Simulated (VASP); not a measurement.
Wanted: the native input for a VASP 6.6.1 run.

* Task: single point
* Functional: PBEsol
* Potentials or basis: VASP PAW PBE potentials, release 64 (Cs_sv)
* Cutoff: 520 eV
* k mesh: 6 × 6 × 6
* Occupations: fermi-dirac, width 0.05 eV
* Spin: no spin polarisation
* Dipole correction: no
* Further INCAR settings: ALGO = Normal; EDIFF = 1e-06; NBANDS = 10

The structure of Cs lies in POSCAR:

```
Cs
1.0
    0.0000000000      3.8677348434      3.8677348434
    3.8677348434      0.0000000000      3.8677348434
    3.8677348434      3.8677348434      0.0000000000
Cs
1
Direct
    0.0000000000      0.0000000000      0.0000000000
```

One way to write it, as run:

INCAR

```
SYSTEM = Cs
PREC = Accurate ; ENCUT = 520
EDIFF = 1E-6 ; ISMEAR = -1
SIGMA = 0.05 ; LREAL = .False.
LASPH = .True. ; NELM = 80
ALGO = Normal ; ISIF = 2
LWAVE = .False. ; LCHARG = .False.
GGA = PS ; NBANDS = 10
```

KPOINTS

```
Automatic mesh
0
Gamma
  6 6 6
  0 0 0
```

Potentials or basis: VASP PAW PBE potentials, release 64 (Cs_sv).

The run is started by

```bash
$ cat potpaw_PBE.64/Cs_sv/POTCAR > POTCAR
$ mpirun -np 1 vasp_std > vasp.out
```

It gave:

```
Pressure : -0.1 GPa
```

Caveat: the PAW data sets were made with another functional, which shifts forces and pressure a little.

Wall time 15 s on 1 thread of AMD EPYC 7R13 Processor (Zen 3), on a shared host, peak memory 0.2 GiB.
